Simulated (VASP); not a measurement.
Here is a VASP 6.6.1 calculation.

The input INCAR:

```
SYSTEM = SrO
ALGO = Normal ; EDIFF = 1E-6
ENCUT = 600 ; GGA = PS
GGA_COMPAT = .False. ; ISIF = 2
ISMEAR = 0 ; IVDW = 13
LASPH = .True. ; LCHARG = .True.
LELF = .True. ; LREAL = .False.
LVHAR = .True. ; LWAVE = .False.
NBANDS = 15 ; NELM = 120
PREC = Accurate ; SIGMA = 0.1
```

File KPOINTS:

```
k-points
0
Gamma
  5 5 5
  0 0 0
```

The input POSCAR:

```
SrO
1.0
    0.0000000000      2.5837846888      2.5837846888
    2.5837846888      0.0000000000      2.5837846888
    2.5837846888      2.5837846888      0.0000000000
Sr O
1 1
Direct
    0.5000000000      0.5000000000      0.5000000000
    0.0000000000      0.0000000000      0.0000000000
```

Potentials or basis: VASP PAW PBE potentials, release 64 (Sr_sv, O).

Run with:

```bash
$ cat potpaw_PBE.64/Sr_sv/POTCAR potpaw_PBE.64/O/POTCAR > POTCAR
$ mpirun -np 1 vasp_std > vasp.out
```

(1) What does it give for the dispersion energy per atom?

(2) What does it give for the pressure?

(3) Predict the band gap on the k mesh.

## Answers

(1) -0.099 eV.

(2) -2.8 GPa.

(3) 3.35 eV, indirect (least direct gap 3.47 eV).

Caveat: the k points lie up to 0.42 Å⁻¹ apart; the PAW data sets were made with another functional, which shifts forces and pressure a little.
